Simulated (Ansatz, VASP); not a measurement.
## Two plane-wave programs on HfH2

```
Hf H
1.0
    -1.72131    1.72131    2.09657
     1.72131   -1.72131    2.09657
     1.72131    1.72131   -2.09657
Hf H
1 2
Direct
  0.00000 0.00000 0.00000
  0.75000 0.25000 0.50000
  0.25000 0.75000 0.50000
```

Alike in both runs: task relaxation of cell and atoms; functional LDA; k mesh 18 × 18 × 18; occupations fermi-dirac, width 0.15 eV; no spin polarisation.

|  | VASP | Ansatz |
| --- | --- | --- |
| version | VASP 6.6.1 | Ansatz 0.2.0 |
| potentials or method | VASP PAW LDA potentials, release 64 (Hf_pv, H), cutoff 600 eV | scalar-relativistic, plane waves, PAW |
| valence electrons in the cell | 12 | 28 |

Ansatz gave:

```
gap on the k mesh at the Fermi level, each at its own relaxed structure (eV) : none
relaxed volume (Å³/atom)                                                     : 8.30
relaxed length of the cell vector where the two differ most in proportion (Å)              : 3.218
```

Q: Estimate VASP's values.

A: gap on the k mesh at the Fermi level, each at its own relaxed structure (eV): none; relaxed volume (Å³/atom): 8.30; relaxed length of the cell vector where the two differ most in proportion (Å): 3.219.

LDA's correlation is that of Perdew and Zunger in VASP and of Perdew and Wang (1992) in Ansatz. A gap of «none» marks a metal or a gap that the smearing closes. VASP's potentials hold 12 valence electrons a cell and Ansatz's 28, so a difference there can come from the potentials and not from the codes.

Spin-orbit coupling is off throughout.
